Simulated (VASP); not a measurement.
Set up this calculation in VASP 6.6.1, as the native input.

```yaml
Task: single point
Functional: LDA
Potentials_or_basis: VASP PAW LDA potentials, release 64 (Ge_d)
Cutoff: 520 eV
k_mesh: 14 × 14 × 14
Occupations: gaussian, width 0.1 eV
Spin: no spin polarisation
Dipole_correction: no
Further_INCAR_settings: ALGO = Normal; EDIFF = 1e-06; NBANDS = 21
```

The structure of Ge lies in POSCAR:

```
Ge
1.0
    0.0000000000      2.8107124513      2.8107124513
    2.8107124513      0.0000000000      2.8107124513
    2.8107124513      2.8107124513      0.0000000000
Ge
2
Direct
    0.5000000000      0.5000000000      0.5000000000
    0.7500000000      0.7500000000      0.7500000000
```

One way to write it, as run:

INCAR

```
SYSTEM = Ge
PREC = Accurate ; ENCUT = 520
EDIFF = 1E-6 ; ISMEAR = 0
SIGMA = 0.1 ; LREAL = .FALSE.
LASPH = .TRUE. ; NELM = 60
ALGO = Normal ; ISIF = 2
LWAVE = .FALSE. ; LCHARG = .FALSE.
NBANDS = 21
```

KPOINTS

```
Automatic mesh
0
G
  14 14 14
  0 0 0
```

Potentials or basis: VASP PAW LDA potentials, release 64 (Ge_d).

Run with:

```bash
$ cat potpaw_LDA.64/Ge_d/POTCAR > POTCAR
$ mpirun -np 1 vasp_std > vasp.out
```

It gave:

| Property | Result |
| --- | --- |
| Pressure | 0.3 GPa |
| Band gap on the k mesh | 0.03 eV |

Caveat: the smearing spreads over this small gap.

Wall time 110 s on 1 thread of Intel Xeon 8259CL (shared host), peak memory 0.2 GiB.
